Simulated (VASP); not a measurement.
Here is a VASP 6.6.1 calculation.

INCAR

```
ALGO = Fast
EDIFF = 1E-7
ENCUT = 520
GGA = PE
ISIF = 2
ISMEAR = 0
LASPH = True
LCHARG = False
LREAL = False
LWAVE = False
NBANDS = 18
NELM = 60
PREC = Accurate
SIGMA = 0.1
```

Contents of KPOINTS:

```
k-points
0
Gamma
  15 15 8
```

Contents of POSCAR:

```
Y
1.0
    3.6068779164      0.0000000000      0.0000000000
   -1.8034389582      3.1236479039      0.0000000000
    0.0000000000      0.0000000000      6.0220107720
Y
2
Direct
    0.3333333333      0.6666666667      0.2500000000
    0.6666666667      0.3333333333      0.7500000000
```

Potentials or basis: VASP PAW PBE potentials, release 64 (Y_sv).

Run with:

```sh
$ cat potpaw_PBE.64/Y_sv/POTCAR > POTCAR
$ mpirun -np 1 vasp_std > vasp.out
```

Q: What does it give for the band gap on the k mesh?

A: Zero (band 11 reaches 3.55 eV, above the bottom of band 12 at 2.49 eV).

Q: Predict the pressure.

A: -1.3 GPa.

Stress tensor (GPa, compression positive):
```
-0.08  0.00  0.00
 0.00 -0.08  0.00
 0.00  0.00 -3.71
```

Caveat: the cell differs from its parent crystal (strained).
